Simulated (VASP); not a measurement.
# KMgF3 (P4mm) in VASP: notebook

KMgF3 is run at these levels: PBEsol; tasks: single point.

Everything below comes from runs of VASP 6.6.1. Logs are shortened: lines on timing, memory, paths and dates and some standing lists are left out, and cuts for length are marked.

## Step 1: The cell of the first run

The structure is tetragonal, space group P4mm (No. 99). The conventional cell has a = 3.986 Å, b = 3.986 Å, c = 3.986 Å, α = 90.00°, β = 90.00°, γ = 90.00°. Within 3.7 Å of K (site symmetry 4mm) lie 12 F at 2.82 Å and 8 Mg at 3.40 to 3.51 Å. Within 2.5 Å of Mg (site symmetry 4mm) lie 6 F at 1.89 to 2.09 Å. Within 2.6 Å of F (site symmetry 2mm) lie 2 Mg at 2.00 Å. Within 2.5 Å of F (site symmetry 4mm) lie 2 Mg at 1.89 to 2.09 Å.

## Step 2: Single point, PBEsol (all Mg atoms moved -0.100 Å, as atom 2 along Cartesian [0 0 1])

File INCAR:

```
PREC = Accurate ; ENCUT = 520
EDIFF = 1E-6 ; ISMEAR = 0
SIGMA = 0.05 ; LREAL = F
LASPH = T ; NELM = 80
ALGO = Normal ; ISIF = 2
LWAVE = F ; LCHARG = F
GGA = PS ; NBANDS = 24
```

File KPOINTS:

```
Automatic mesh
0
Gamma
  6 6 6
```

File POSCAR:

```
KMgF3
1.0
    3.9859000000      0.0000000000      0.0000000000
    0.0000000000      3.9859000000      0.0000000000
    0.0000000000      0.0000000000      3.9859000000
K Mg F
1 1 3
Direct
    0.5000000000      0.5000000000      0.5000000000
    0.0000000000      0.0000000000     -0.0250884367
    0.5000000000      0.0000000000      0.0000000000
    0.0000000000      0.5000000000      0.0000000000
    0.0000000000      0.0000000000      0.5000000000
```

Potentials or basis: VASP PAW PBE potentials, release 64 (K_sv, Mg, F).

Run with:

```bash
$ cat potpaw_PBE.64/K_sv/POTCAR potpaw_PBE.64/Mg/POTCAR potpaw_PBE.64/F/POTCAR > POTCAR
$ mpirun -np 1 vasp_std > vasp.out
```

OUTCAR:

```text
PREC = Accurate
   ENCUT = 520
   EDIFF = 1E-6
   ISMEAR = 0
   LREAL = F
   LASPH = T
   NELM = 80
   ISIF = 2
   GGA = PS

 ion  position               nearest neighbor table
   1  0.500  0.500  0.500-   3 2.82   4 2.82   5 2.82   3 2.82   4 2.82   3 2.82   5 2.82   3 2.82
                             4 2.82   5 2.82   4 2.82   5 2.82   2 3.40   2 3.40   2 3.40   2 3.40
   2  0.000  0.000  0.975-   5 1.89   4 2.00   3 2.00   4 2.00   3 2.00   5 2.09   1 3.40   1 3.40
                             1 3.40   1 3.40   1 3.51   1 3.51   1 3.51   1 3.51
   3  0.500  0.000  0.000-   2 2.00   2 2.00   1 2.82   1 2.82   1 2.82   1 2.82
   4  0.000  0.500  0.000-   2 2.00   2 2.00   1 2.82   1 2.82   1 2.82   1 2.82
   5  0.000  0.000  0.500-   2 1.89   2 2.09   1 2.82   1 2.82   1 2.82   1 2.82

  LATTYP: Found a simple cubic cell.
 ALAT       =     3.9859000000

  Lattice vectors:

 A1 = (   3.9859000000,   0.0000000000,   0.0000000000)
 A2 = (   0.0000000000,   3.9859000000,   0.0000000000)
 A3 = (   0.0000000000,   0.0000000000,   3.9859000000)

Analysis of symmetry for initial positions (statically):
=====================================================================
 Subroutine PRICEL returns:
 Original cell was already a primitive cell.

 Routine SETGRP: Setting up the symmetry group for a
 simple cubic supercell.

 Subroutine GETGRP returns: Found  8 space group operations
 (whereof  8 operations were pure point group operations)
 out of a pool of 48 trial point group operations.

The static configuration has the point symmetry C_4v.

Analysis of symmetry for dynamics (positions and initial velocities):
=====================================================================
 Subroutine PRICEL returns:
 Original cell was already a primitive cell.

 Routine SETGRP: Setting up the symmetry group for a
 simple cubic supercell.

 Subroutine GETGRP returns: Found  8 space group operations
 (whereof  8 operations were pure point group operations)
 out of a pool of 48 trial point group operations.

The dynamic configuration has the point symmetry C_4v.

 Subroutine INISYM returns: Found  8 space group operations
 (whereof  8 operations are pure point group operations),
 and found     1 'primitive' translations

----------------------------------------------------------------------------------------

                                     Primitive cell

  volume of cell :      63.3256

  direct lattice vectors                    reciprocal lattice vectors
     3.985900000  0.000000000  0.000000000     0.250884367  0.000000000  0.000000000
[... 91 lines left out ...]
   NELM   =     80;   NELMIN=  2; NELMDL= -5     # of ELM steps
   EDIFF  = 0.1E-05   stopping-criterion for ELM
   LREAL  =      F    real-space projection
   EDIFFG = 0.1E-04   stopping-criterion for IOM
   NSW    =      0    number of steps for IOM
   IBRION =     -1    ionic relax: 0-MD 1-quasi-New 2-CG
   NFREE  =      0    steps in history (QN), initial steepest desc. (CG)
   ISIF   =      2    stress and relaxation
   ISYM   =      2    0-nonsym 1-usesym 2-fastsym
   POTIM  = 0.5000    time-step for ionic-motion
   TEBEG  =    0.0;   TEEND  =   0.0 temperature during run
   PSTRESS=    0.0 pullay stress
   NELECT =      32.0000    total number of electrons
   NUPDOWN=      -1.0000    fix difference up-down
   EMIN   =  10.00;   EMAX   =-10.00  energy-range for DOS
   EFERMI =   0.00;   METHOD = LEGACY
   ISMEAR =     0;   SIGMA  =   0.05  broadening in eV -4-tet -1-fermi 0-gaus
   EFERMI_NEDOS =   21; number of points for ismear=-14 and -15
   IALGO  =     38    algorithm
   IMIX   =      4    mixing-type and parameters
     AMIX     =   0.40;   BMIX     =  1.00
     AMIX_MAG =   1.60;   BMIX_MAG =  1.00
  volume/ion in A,a.u.               =      12.67        85.47
  Fermi-wavevector in a.u.,A,eV,Ry     =   1.303962  2.464132 23.134232  1.700318
  Thomas-Fermi vector in A             =   2.434930
   LORBIT       =      0    0 simple, 1 ext, 2 COOP (PROOUT), +10 PAW based schemes
   GGA     = PS    functional components
   LHFCALC =     F    Hartree Fock is set to
   AEXX    =    0.0000 exact exchange contribution
   IVDW    =     0    specifies the selected vdW correction
   LEPSILON=     F    determine dielectric tensor
   LRPA    =     F    only Hartree local field effects (RPA)
 non-spin polarized calculation
 Gauss-broadening in eV      SIGMA  =   0.05
  energy-cutoff  :      520.00
  volume of cell :       63.33
 maximum number of plane-waves:      1743
 NGX is ok and might be reduce to    30
   NGX = 15   NGY = 15   NGZ = 15

 number of electron      31.9999958 magnetization

 Free energy of the ion-electron system (eV)
  ---------------------------------------------------
  ext. energy  EPLUGINS =         0.00000000
  ---------------------------------------------------
  free energy    TOTEN  =       -25.21498571 eV

  energy without entropy =      -25.21498571  energy(sigma->0) =      -25.21498571

 E-fermi :  -1.4145     XC(G=0):  -9.9434

 val. band max:       -1.6968572143   @ k =   0.5000   0.5000   0.5000
 cond. band min:       5.4121447775   @ k =   0.0000   0.0000   0.0000
 fundamental gap:      7.1090019918
 Fermi energy:        -1.4145067270

 k-point     1 :       0.0000    0.0000    0.0000
  band No.  band energies     occupation
      1     -27.1900      2.00000
      2     -21.7203      2.00000
      3     -21.0650      2.00000
      4     -21.0374      2.00000
      5     -10.7556      2.00000
      6     -10.7556      2.00000
[... 637 lines left out ...]
     23      12.3489      0.00000
     24      13.8711      0.00000

 [... further k-points ...]
[... 5 lines left out ...]
  --------------------------------------------------------------------------------------
  -------------------------------------------------------------------------------------
  Total       -0.0562731     -0.0562731      0.4866208      0.0000000     -0.0000000      0.0000000
  in kB       -1.4237442     -1.4237442     12.3118144      0.0000000     -0.0000000      0.0000000
  external PRESSURE =       3.1547753 kB  Pullay stress =       0.0000000 kB

 VOLUME and BASIS-vectors are now :
 -----------------------------------------------------------------------------
  energy-cutoff  :      520.00
  volume of cell :       63.33
      direct lattice vectors                 reciprocal lattice vectors
     3.985900000  0.000000000  0.000000000     0.250884367  0.000000000  0.000000000
     0.000000000  3.985900000  0.000000000     0.000000000  0.250884367  0.000000000
     0.000000000  0.000000000  3.985900000     0.000000000  0.000000000  0.250884367

 POSITION                                       TOTAL-FORCE (eV/Angst)
 -----------------------------------------------------------------------------------
      1.99295      1.99295      1.99295         0.000000      0.000000     -0.119635
      0.00000      0.00000      3.88590        -0.000000     -0.000000      0.990966
      1.99295      0.00000      0.00000         0.000000     -0.000000     -0.087383
      0.00000      1.99295      0.00000         0.000000     -0.000000     -0.087383
      0.00000      0.00000      1.99295        -0.000000     -0.000000     -0.696565
 -----------------------------------------------------------------------------------
    total drift:                                0.000000     -0.000000     -0.000347

  FREE ENERGIE OF THE ION-ELECTRON SYSTEM (eV)
  ---------------------------------------------------
  free  energy   TOTEN  =       -25.2149857121 eV

  energy  without entropy=      -25.2149857121  energy(sigma->0) =      -25.21498571
```

Run time: 91 s. Hardware: 1 thread of AMD EPYC, shared host; peak memory 0.17 GiB.

What came out:

- Free energy: -25.2150 eV
- Pressure: 0.3 GPa
- Largest force: 0.991 eV/Å
- Band gap on the k mesh: 7.11 eV, indirect (least direct gap 7.45 eV)

Forces on the atoms (eV/Å):
```
K    0.000  0.000 -0.120
Mg   0.000  0.000  0.991
F    0.000  0.000 -0.087
F    0.000  0.000 -0.087
F    0.000  0.000 -0.697
```

Caveat: the cell differs from its parent crystal (all Mg atoms moved -0.100 Å, as atom 2 along Cartesian [0 0 1]); the PAW data sets were made with another functional, which shifts forces and pressure a little.

## Step 3: Single point, PBEsol (all Mg atoms moved +0.025 Å, as atom 2 along Cartesian [0 0 1])

File INCAR:

```
SYSTEM = KMgF3
  PREC = Accurate
  ENCUT = 520
  EDIFF = 1E-7
  ISMEAR = 0
  SIGMA = 0.05
  LREAL = .FALSE.
  LASPH = .TRUE.
  NELM = 80
  ALGO = Normal
  ISIF = 2
  LWAVE = .FALSE.
  LCHARG = .TRUE.
  GGA = PS
  LELF = .TRUE.
  LVHAR = .TRUE.
  NBANDS = 24
```

File KPOINTS:

```
regular mesh
0
G
  6 6 6
  0 0 0
```

POSCAR: that of step 2 with these lines changed.

```diff
@@ -9,3 +9,3 @@
     0.5000000000      0.5000000000      0.5000000000
-    0.0000000000      0.0000000000     -0.0250884367
+    0.0000000000      0.0000000000      0.0062721092
     0.5000000000      0.0000000000      0.0000000000
```

Potentials or basis: VASP PAW PBE potentials, release 64 (K_sv, Mg, F).

Run with:

```bash
$ cat potpaw_PBE.64/K_sv/POTCAR potpaw_PBE.64/Mg/POTCAR potpaw_PBE.64/F/POTCAR > POTCAR
$ mpirun -np 1 vasp_std > vasp.out
```

It took 1.7 min on 1 thread of AMD EPYC, shared host; peak memory 0.17 GiB.

The run converged. Its results:

```yaml
Free_energy: -25.2601 eV
Pressure: 0.0 GPa
Largest_force: 0.233 eV/Å
Band_gap_on_the_k_mesh: 7.12 eV, indirect (least direct gap 7.45 eV)
```

Forces on the atoms (eV/Å):
```
K    0.000  0.000  0.030
Mg   0.000  0.000 -0.233
F    0.000  0.000  0.021
F    0.000  0.000  0.021
F    0.000  0.000  0.161
```

Stress tensor (GPa, compression positive):
```
-0.07  0.00  0.00
 0.00 -0.07  0.00
 0.00  0.00  0.01
```

Levels at points of the mesh, in eV from the valence-band top:
| k point | band 13 | band 14 | band 15 | band 16 | band 17 | band 18 | band 19 | band 20 |
| --- | --- | --- | --- | --- | --- | --- | --- | --- |
| (0.00, 0.00, 0.00) | -0.63 | -0.33 | -0.33 | -0.33 | 7.12 | 9.94 | 9.94 | 12.13 |
| (0.50, 0.00, 0.00) | -0.88 | -0.87 | -0.54 | -0.54 | 9.96 | 10.29 | 11.01 | 12.74 |
| (0.00, 0.00, 0.50) | -0.88 | -0.88 | -0.54 | -0.54 | 9.96 | 10.29 | 11.01 | 12.74 |
| (0.50, 0.50, 0.00) | -1.06 | -0.91 | -0.91 | -0.02 | 10.81 | 11.58 | 12.44 | 12.44 |
| (0.00, 0.50, 0.50) | -1.06 | -0.91 | -0.91 | -0.02 | 10.81 | 11.58 | 12.44 | 12.44 |
| (0.50, 0.50, 0.50) | -1.13 | 0.00 | 0.00 | 0.00 | 10.31 | 10.31 | 10.31 | 13.80 |

Caveat: the cell differs from its parent crystal (all Mg atoms moved +0.025 Å, as atom 2 along Cartesian [0 0 1]); the PAW data sets were made with another functional, which shifts forces and pressure a little. A k mesh can miss the band edges.
